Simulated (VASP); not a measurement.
Here is a VASP 6.6.1 calculation.

The input POSCAR:

```
HgS2
1.0
    6.8234310394      0.0000000000      0.0000000000
    0.0000000000      6.8234310394      0.0000000000
    0.0000000000      0.0000000000      3.6340513029
Hg S
2 4
Direct
    0.0000000000      0.0000000000      0.0000000000
    0.5000000000      0.5000000000      0.5000000000
    0.3362768020      0.3362768020      0.0000000000
    0.1637231980      0.8362768020      0.5000000000
    0.6637231980      0.6637231980      0.0000000000
    0.8362768020      0.1637231980      0.5000000000
```

File INCAR.step1:

```
PREC = Accurate
ENCUT = 520
ISMEAR = 0
SIGMA = 0.1
LREAL = F
LASPH = T
NELM = 60
NBANDS = 33
GGA = PE
ALGO = Normal
EDIFF = 1E-4
LWAVE = T
LCHARG = F
```

The input INCAR.step2:

```
PREC = Accurate
ENCUT = 520
EDIFF = 1E-6
ISMEAR = 0
SIGMA = 0.1
LREAL = F
LASPH = T
NELM = 60
ALGO = Normal
ISIF = 2
LWAVE = F
LCHARG = T
METAGGA = R2SCAN
LMIXTAU = T
LELF = T
LVHAR = T
NBANDS = 33
ISTART = 1
```

File KPOINTS:

```
regular mesh
0
Gamma
  4 4 4
```

Potentials or basis: VASP PAW PBE potentials, release 64 (Hg, S).

Command:

```console
$ cat potpaw_PBE.64/Hg/POTCAR potpaw_PBE.64/S/POTCAR > POTCAR
$ cp INCAR.step1 INCAR
$ mpirun -np 1 vasp_std > vasp.out
$ cp INCAR.step2 INCAR
$ mpirun -np 1 vasp_std > vasp.out
```

(1) Predict the pressure.

(2) What does it give for the largest force?

(3) Predict the band gap on the k mesh.

Answers

(1) 0.5 GPa.

(2) 0.085 eV/Å.

(3) 0.29 eV (least direct gap 0.64 eV).

Caveat: the k points lie up to 0.43 Å⁻¹ apart; the PAW data sets were made with another functional, which shifts forces and pressure a little; spin-orbit coupling is left out, which moves the levels of the heavy elements.
